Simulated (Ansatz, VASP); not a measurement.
## Si4GePt: VASP beside Ansatz

```
Si Ge Pt
1.0
     0.00000    3.51557    3.51557
     3.51557    0.00000    3.51557
     3.51557    3.51557    0.00000
Si Ge Pt
4 1 1
Direct
  0.87302 0.37566 0.37566
  0.37566 0.37566 0.37566
  0.37566 0.87302 0.37566
  0.37566 0.37566 0.87302
  0.00000 0.00000 0.00000
  0.75000 0.75000 0.75000
```

Change from the starting cell: species swapped into the ErCu4Au type (F-43m, No. 216).

Alike in both runs: task single point; functional PBE; k mesh 4 × 4 × 4; occupations gaussian, width 0.1 eV; no spin polarisation.

|  | VASP | Ansatz |
| --- | --- | --- |
| version | VASP 6.6.1 | Ansatz 0.2.0 |
| potentials or method | VASP PAW PBE potentials, release 64 (Si, Ge_d, Pt), cutoff 520 eV | scalar-relativistic, plane waves, PAW |
| valence electrons in the cell | 40 | 48 |

VASP gave:

```
gap on the k mesh at the Fermi level (eV) : none
pressure (GPa)                            : 11.6
rms of the force components (eV/Å)        : 0.134
```

Task: Which values does Ansatz return?

Result: gap on the k mesh at the Fermi level (eV): none; pressure (GPa): 11.7; rms of the force components (eV/Å): 0.135.

Atom by atom the forces differ by 0.001 eV/Å (rms over components). A gap of «none» marks a metal or a gap that the smearing closes. VASP's potentials hold 40 valence electrons a cell and Ansatz's 48, so a difference there can come from the potentials and not from the codes.

The k mesh is coarse, so the values compare programs but aren't converged. Spin-orbit coupling is off throughout.
